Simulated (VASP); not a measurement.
# BP (F-43m) in VASP: further runs

BP is run at these levels: PBEsol; tasks: single point.

Program: VASP 6.6.1. These are calculated values, not measurements. Logs are shortened: lines on timing, memory, paths and dates and some standing lists are left out, and cuts for length are marked.

### 1 The cell of the first run

Symmetry: F-43m, No. 216, cubic system. Conventional cell: a = 4.441 Å, b = 4.441 Å, c = 4.441 Å, α = 90.00°, β = 90.00°, γ = 90.00°. Within 2.5 Å of B (site symmetry -43m) lie 4 P at 1.92 Å. P (site symmetry -43m) has 4 B at 1.92 Å within 2.5 Å.

### 2 Single point, PBEsol

File INCAR:

```
PREC     = Accurate       # precision mode
ENCUT    = 520            # plane-wave cutoff, eV
EDIFF    = 1E-6           # SCF threshold, eV
ISMEAR   = 0              # smearing method
SIGMA    = 0.01           # smearing width, eV
LREAL    = False          # projectors in reciprocal space
LASPH    = True           # aspherical terms in the spheres
NELM     = 60             # most SCF steps
ALGO     = Normal         # electronic algorithm
ISIF     = 2              # what is computed and relaxed
LWAVE    = False          # write WAVECAR
LCHARG   = False          # write CHGCAR
GGA      = PS             # functional
NBANDS   = 11             # bands
```

File KPOINTS:

```
Automatic mesh
0
Gamma
  8 8 8
```

File POSCAR:

```
BP
1.0
    0.0000000000      2.2203107985      2.2203107985
    2.2203107985      0.0000000000      2.2203107985
    2.2203107985      2.2203107985      0.0000000000
B P
1 1
Direct
    0.0000000000      0.0000000000      0.0000000000
    0.7500000000      0.7500000000      0.7500000000
```

Potentials or basis: VASP PAW PBE potentials, release 64 (B, P).

Command:

```
> cat potpaw_PBE.64/B/POTCAR potpaw_PBE.64/P/POTCAR > POTCAR
> mpirun -np 1 vasp_std > vasp.out
```

OUTCAR:

```text
PREC = Accurate
   ENCUT = 520
   EDIFF = 1E-6
   ISMEAR = 0
   LREAL = False
   LASPH = True
   NELM = 60
   ISIF = 2
   GGA = PS

 ion  position               nearest neighbor table
   1  0.000  0.000  0.000-   2 1.92   2 1.92   2 1.92   2 1.92
   2  0.750  0.750  0.750-   1 1.92   1 1.92   1 1.92   1 1.92

  LATTYP: Found a face centered cubic cell.
 ALAT       =     4.4406215970

  Lattice vectors:

 A1 = (   0.0000000000,   2.2203107985,   2.2203107985)
 A2 = (   2.2203107985,   0.0000000000,   2.2203107985)
 A3 = (   2.2203107985,   2.2203107985,   0.0000000000)

Analysis of symmetry for initial positions (statically):
=====================================================================
 Subroutine PRICEL returns:
 Original cell was already a primitive cell.

 Routine SETGRP: Setting up the symmetry group for a
 face centered cubic supercell.

 Subroutine GETGRP returns: Found 24 space group operations
 (whereof 24 operations were pure point group operations)
 out of a pool of 48 trial point group operations.

The static configuration has the point symmetry T_d .

Analysis of symmetry for dynamics (positions and initial velocities):
=====================================================================
 Subroutine PRICEL returns:
 Original cell was already a primitive cell.

 Routine SETGRP: Setting up the symmetry group for a
 face centered cubic supercell.

 Subroutine GETGRP returns: Found 24 space group operations
 (whereof 24 operations were pure point group operations)
 out of a pool of 48 trial point group operations.

The dynamic configuration has the point symmetry T_d .

 Subroutine INISYM returns: Found 24 space group operations
 (whereof 24 operations are pure point group operations),
 and found     1 'primitive' translations

----------------------------------------------------------------------------------------

                                     Primitive cell

  volume of cell :      21.8913

  direct lattice vectors                    reciprocal lattice vectors
     0.000000000  2.220310798  2.220310798    -0.225193698  0.225193698  0.225193698
     2.220310798  0.000000000  2.220310798     0.225193698 -0.225193698  0.225193698
     2.220310798  2.220310798  0.000000000     0.225193698  0.225193698 -0.225193698

  length of vectors
     3.139993644  3.139993644  3.139993644     0.390046927  0.390046927  0.390046927

  position of ions in fractional coordinates (direct lattice)
     0.000000000  0.000000000  0.000000000
     0.750000000  0.750000000  0.750000000

  ion indices of the primitive-cell ions
   primitive index   ion index
                 1           1
                 2           2

----------------------------------------------------------------------------------------

 KPOINTS: Automatic mesh

Automatic generation of k-mesh.
 Grid dimensions read from file:
 generate k-points for:    8    8    8

 Generating k-lattice:

  Cartesian coordinates                     Fractional coordinates (reciprocal lattice)
    -0.028149212  0.028149212  0.028149212     0.125000000  0.000000000  0.000000000
     0.028149212 -0.028149212  0.028149212     0.000000000  0.125000000  0.000000000
     0.028149212  0.028149212 -0.028149212     0.000000000  0.000000000  0.125000000

  Length of vectors
     0.048755866  0.048755866  0.048755866

  Shift w.r.t. Gamma in fractional coordinates (k-lattice)
     0.000000000  0.000000000  0.000000000

 Subroutine IBZKPT returns following result:
 ===========================================

 Found     29 irreducible k-points:

 Following reciprocal coordinates:
            Coordinates               Weight
  0.000000  0.000000  0.000000      1.000000
  0.125000  0.000000  0.000000      8.000000
  0.250000  0.000000  0.000000      8.000000
  0.375000  0.000000  0.000000      8.000000
  0.500000  0.000000  0.000000      4.000000
  0.125000  0.125000  0.000000      6.000000
[... 16 lines left out ...]
  0.500000  0.250000  0.125000     48.000000
 -0.375000  0.250000  0.125000     24.000000
 [... further k-points ...]
   k-points           NKPTS =     29   k-points in BZ     NKDIM =     29   number of bands    NBANDS=     11
   number of dos      NEDOS =    301   number of ions     NIONS =      2
   total plane-waves  NPLWV =  13824
   dimension x,y,z NGX =    24 NGY =   24 NGZ =   24
   dimension x,y,z NGXF=    48 NGYF=   48 NGZF=   48
   ions per type =               1   1
   NGX,Y,Z   is equivalent  to a cutoff of  12.71, 12.71, 12.71 a.u.
   NGXF,Y,Z  is equivalent  to a cutoff of  25.41, 25.41, 25.41 a.u.
 SYSTEM =  unknown system
   PREC   = accura    normal or accurate (medium, high low for compatibility)
   ISTART =      0    job   : 0-new  1-cont  2-samecut
   ICHARG =      2    charge: 1-file 2-atom 10-const
   ISPIN  =      1    spin polarized calculation?
   LNONCOLLINEAR =      F non collinear calculations
   LSORBIT =      F    spin-orbit coupling
   LASPH  =      T    aspherical Exc in radial PAW
   ENCUT  =  520.0 eV  38.22 Ry    6.18 a.u.   5.84  5.84  5.84*2*pi/ulx,y,z
   NELM   =     60;   NELMIN=  2; NELMDL= -5     # of ELM steps
   EDIFF  = 0.1E-05   stopping-criterion for ELM
   LREAL  =      F    real-space projection
   EDIFFG = 0.1E-04   stopping-criterion for IOM
   NSW    =      0    number of steps for IOM
   IBRION =     -1    ionic relax: 0-MD 1-quasi-New 2-CG
   NFREE  =      0    steps in history (QN), initial steepest desc. (CG)
   ISIF   =      2    stress and relaxation
   ISYM   =      2    0-nonsym 1-usesym 2-fastsym
   POTIM  = 0.5000    time-step for ionic-motion
   TEBEG  =    0.0;   TEEND  =   0.0 temperature during run
   PSTRESS=    0.0 pullay stress
   NELECT =       8.0000    total number of electrons
   NUPDOWN=      -1.0000    fix difference up-down
   EMIN   =  10.00;   EMAX   =-10.00  energy-range for DOS
   EFERMI =   0.00;   METHOD = LEGACY
   ISMEAR =     0;   SIGMA  =   0.01  broadening in eV -4-tet -1-fermi 0-gaus
   EFERMI_NEDOS =   21; number of points for ismear=-14 and -15
   IALGO  =     38    algorithm
   IMIX   =      4    mixing-type and parameters
     AMIX     =   0.40;   BMIX     =  1.00
     AMIX_MAG =   1.60;   BMIX_MAG =  1.00
  volume/ion in A,a.u.               =      10.95        73.86
  Fermi-wavevector in a.u.,A,eV,Ry     =   1.170436  2.211804 18.638903  1.369921
  Thomas-Fermi vector in A             =   2.306895
   LORBIT       =      0    0 simple, 1 ext, 2 COOP (PROOUT), +10 PAW based schemes
   GGA     = PS    functional components
   LHFCALC =     F    Hartree Fock is set to
   AEXX    =    0.0000 exact exchange contribution
   IVDW    =     0    specifies the selected vdW correction
   LEPSILON=     F    determine dielectric tensor
   LRPA    =     F    only Hartree local field effects (RPA)
 non-spin polarized calculation
 Gauss-broadening in eV      SIGMA  =   0.01
  energy-cutoff  :      520.00
  volume of cell :       21.89
 maximum number of plane-waves:       609
   NGX = 11   NGY = 11   NGZ = 11

 number of electron       8.0000000 magnetization

 Free energy of the ion-electron system (eV)
  ---------------------------------------------------
  ext. energy  EPLUGINS =         0.00000000
  ---------------------------------------------------
  free energy    TOTEN  =       -13.63431636 eV

  energy without entropy =      -13.63431636  energy(sigma->0) =      -13.63431636

 E-fermi :   8.3013     XC(G=0): -11.3214

 val. band max:        8.1926458788   @ k =   0.0000   0.0000   0.0000
 cond. band min:       9.2792505023   @ k =   0.3750   0.3750   0.0000
 fundamental gap:      1.0866046235
 Fermi energy:         8.3013027452

 k-point     1 :       0.0000    0.0000    0.0000
  band No.  band energies     occupation
      1      -7.8981      2.00000
      2       8.1926      2.00000
      3       8.1926      2.00000
      4       8.1926      2.00000
      5      11.6541      0.00000
      6      11.6541      0.00000
      7      11.6541      0.00000
      8      16.5389      0.00000
      9      19.9001      0.00000
     10      20.5100      0.00000
     11      20.5100      0.00000

 k-point     2 :       0.1250    0.0000    0.0000
  band No.  band energies     occupation
      1      -7.6008      2.00000
      2       6.2519      2.00000
      3       7.7361      2.00000
      4       7.7361      2.00000
      5      12.2787      0.00000
      6      12.2839      0.00000
      7      12.2839      0.00000
      8      17.2038      0.00000
      9      19.5034      0.00000
     10      19.5034      0.00000
     11      20.8012      0.00000

 k-point     3 :       0.2500    0.0000    0.0000
  band No.  band energies     occupation
      1      -6.7258      2.00000
      2       3.1123      2.00000
      3       7.0124      2.00000
      4       7.0124      2.00000
      5      12.4657      0.00000
      6      13.0539      0.00000
      7      13.0539      0.00000
      8      18.2845      0.00000
      9      19.2452      0.00000
     10      19.2452      0.00000
     11      21.5925      0.00000

 k-point     4 :       0.3750    0.0000    0.0000
  band No.  band energies     occupation
      1      -5.3692      2.00000
      2       0.2243      2.00000
      3       6.5170      2.00000
      4       6.5170      2.00000
      5      12.3736      0.00000
      6      13.0279      0.00000
      7      13.0279      0.00000
      8      18.4642      0.00000
      9      21.0662      0.00000
     10      21.0662      0.00000
     11      22.5524      0.00000

 k-point     5 :       0.5000    0.0000    0.0000
  band No.  band energies     occupation
      1      -4.2924      2.00000
      2      -1.3819      2.00000
      3       6.3485      2.00000
      4       6.3485      2.00000
      5      12.3229      0.00000
      6      12.8841      0.00000
      7      12.8841      0.00000
      8      18.3405      0.00000
      9      23.2207      0.00000
     10      23.2207      0.00000
     11      23.4922      0.00000
[... 211 lines left out ...]
 k-point    21 :       0.5000    0.5000    0.0000
  band No.  band energies     occupation
      1      -2.6740      2.00000
      2      -0.7477      2.00000
      3       3.8096      2.00000
      4       3.8096      2.00000
      5       9.2883      0.00000
      6       9.6520      0.00000
      7      20.9049      0.00000
      8      20.9049      0.00000
      9      24.1322      0.00000
     10      25.4020      0.00000
     11      26.8070      0.00000

 k-point    22 :       0.3750    0.2500    0.1250
  band No.  band energies     occupation
      1      -5.9575      2.00000
      2       3.1171      2.00000
      3       4.1242      2.00000
      4       6.1067      2.00000
      5      11.6486      0.00000
      6      14.1899      0.00000
      7      14.6627      0.00000
      8      16.0235      0.00000
      9      20.1745      0.00000
     10      22.4868      0.00000
     11      24.5171      0.00000

 k-point    23 :       0.5000    0.2500    0.1250
  band No.  band energies     occupation
      1      -4.6310      2.00000
      2       0.7738      2.00000
      3       3.4917      2.00000
      4       5.2585      2.00000
      5      12.2510      0.00000
      6      13.7938      0.00000
      7      15.7519      0.00000
      8      16.8428      0.00000
      9      21.0167      0.00000
     10      21.9797      0.00000
     11      25.7420      0.00000

 k-point    24 :      -0.3750    0.2500    0.1250
  band No.  band energies     occupation
      1      -3.5903      2.00000
      2      -0.7246      2.00000
      3       3.4342      2.00000
      4       4.8484      2.00000
      5      12.2920      0.00000
      6      13.5548      0.00000
      7      16.8889      0.00000
      8      18.3270      0.00000
      9      18.8723      0.00000
     10      23.0128      0.00000
     11      25.3967      0.00000

 [... further k-points ...]
[... 5 lines left out ...]
  --------------------------------------------------------------------------------------
  -------------------------------------------------------------------------------------
  Total        1.3802764      1.3802764      1.3802764     -0.0000000      0.0000000      0.0000000
  in kB      101.0195306    101.0195306    101.0195306     -0.0000000      0.0000000      0.0000000
  external PRESSURE =     101.0195306 kB  Pullay stress =       0.0000000 kB

 VOLUME and BASIS-vectors are now :
 -----------------------------------------------------------------------------
  energy-cutoff  :      520.00
  volume of cell :       21.89
      direct lattice vectors                 reciprocal lattice vectors
     0.000000000  2.220310798  2.220310798    -0.225193698  0.225193698  0.225193698
     2.220310798  0.000000000  2.220310798     0.225193698 -0.225193698  0.225193698
     2.220310798  2.220310798  0.000000000     0.225193698  0.225193698 -0.225193698

 POSITION                                       TOTAL-FORCE (eV/Angst)
 -----------------------------------------------------------------------------------
      0.00000      0.00000      0.00000         0.000000      0.000000      0.000000
      3.33047      3.33047      3.33047        -0.000000     -0.000000     -0.000000
 -----------------------------------------------------------------------------------
    total drift:                               -0.000000     -0.000000     -0.000000

  FREE ENERGIE OF THE ION-ELECTRON SYSTEM (eV)
  ---------------------------------------------------
  free  energy   TOTEN  =       -13.6343163578 eV

  energy  without entropy=      -13.6343163578  energy(sigma->0) =      -13.63431636
```

Run time: 6.5 s. Hardware: 1 thread of Intel Xeon 8259CL, shared host; peak memory 0.13 GiB.

What came out:

- Free energy: -13.6343 eV
- Pressure: 10.1 GPa
- Band gap on the k mesh: 1.09 eV, indirect (least direct gap 3.46 eV)

Caveat: the PAW data sets were made with another functional, which shifts forces and pressure a little.

### 3 Single point, PBEsol

This run uses another cell than the first one, of 10.69 Å³/atom, 0.977 times its volume.

File INCAR:

```
PREC = Accurate
ENCUT = 520
EDIFF = 1E-6
ISMEAR = 0
SIGMA = 0.01
LREAL = F
LASPH = T
NELM = 80
ALGO = Normal
ISIF = 2
LWAVE = F
LCHARG = F
GGA = PS
NBANDS = 11
```

KPOINTS is that of step 2.

File POSCAR:

```
BP
1.0
    0.0000000000      2.2031534281      2.2031534281
    2.2031534281      0.0000000000      2.2031534281
    2.2031534281      2.2031534281      0.0000000000
B P
1 1
Direct
    0.0000000000      0.0000000000      0.0000000000
    0.7500000000      0.7500000000      0.7500000000
```

Potentials or basis: VASP PAW PBE potentials, release 64 (B, P).

Command:

```
> cat potpaw_PBE.64/B/POTCAR potpaw_PBE.64/P/POTCAR > POTCAR
> mpirun -np 1 vasp_std > vasp.out
```

It took 5.8 s on 1 thread of Intel Xeon 8259CL, shared host; peak memory 0.13 GiB.

Results (log left out):

| Property | Result |
| --- | --- |
| Free energy | -13.5946 eV |
| Pressure | 15.1 GPa |
| Band gap on the k mesh | 1.05 eV, indirect (least direct gap 3.50 eV) |

Levels at points of the mesh, in eV from the valence-band top:
| k point | band 2 | band 3 | band 4 | band 5 | band 6 | band 7 |
| --- | --- | --- | --- | --- | --- | --- |
| (0.00, 0.00, 0.00) | 0.00 | 0.00 | 0.00 | 3.50 | 3.50 | 3.50 |
| (0.50, 0.00, 0.00) | -9.75 | -1.87 | -1.87 | 4.28 | 4.71 | 4.71 |
| (0.50, 0.50, 0.00) | -9.06 | -4.47 | -4.47 | 1.05 | 1.44 | 12.94 |

Caveat: the PAW data sets were made with another functional, which shifts forces and pressure a little. A k mesh can miss the band edges.
